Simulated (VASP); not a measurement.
A run of VASP 6.6.1 is set up as follows.

File POSCAR:

```
Sn
1.0
    0.0000000000      3.2547562903      3.2547562903
    3.2547562903      0.0000000000      3.2547562903
    3.2547562903      3.2547562903      0.0000000000
Sn
2
Direct
    0.7500000000      0.7500000000      0.7500000000
    0.5000000000      0.5000000000      0.5000000000
```

INCAR.step1

```
SYSTEM = Sn
ALGO = Normal ; EDIFF = 1E-4
ENCUT = 520 ; GGA = PE
ISMEAR = -1 ; LASPH = .True.
LCHARG = .False. ; LREAL = .False.
LWAVE = .True. ; NBANDS = 21
NELM = 80 ; PREC = Accurate
SIGMA = 0.05
```

File INCAR.step2:

```
SYSTEM = Sn
ALGO = Normal ; EDIFF = 1E-6
ENCUT = 520 ; ISIF = 2
ISMEAR = -1 ; ISTART = 1
IVDW = 12 ; LASPH = .True.
LCHARG = .True. ; LELF = .True.
LMIXTAU = .True. ; LREAL = .False.
LVHAR = .True. ; LWAVE = .False.
METAGGA = R2SCAN ; NBANDS = 21
NELM = 80 ; PREC = Accurate
SIGMA = 0.05 ; VDW_A1 = 0.49484001
VDW_A2 = 5.73083694 ; VDW_S6 = 1.0
VDW_S8 = 0.78981345
```

Contents of KPOINTS:

```
k-points
0
Gamma
  7 7 7
  0 0 0
```

Potentials or basis: VASP PAW PBE potentials, release 64 (Sn_d).

Launch:

```sh
$ cat potpaw_PBE.64/Sn_d/POTCAR > POTCAR
$ cp INCAR.step1 INCAR
$ mpirun -np 1 vasp_std > vasp.out
$ cp INCAR.step2 INCAR
$ mpirun -np 1 vasp_std > vasp.out
```

(1) Estimate the dispersion energy per atom.

(2) Estimate the band gap on the k mesh.

(3) Predict the pressure.

Answers

(1) -0.145 eV.

(2) zero (filled and empty bands touch).

(3) 0.5 GPa.

Caveat: the PAW data sets were made with another functional, which shifts forces and pressure a little; spin-orbit coupling is left out, which moves the levels of the heavy elements; pairwise dispersion overbinds metals, which lowers pressure and volume.
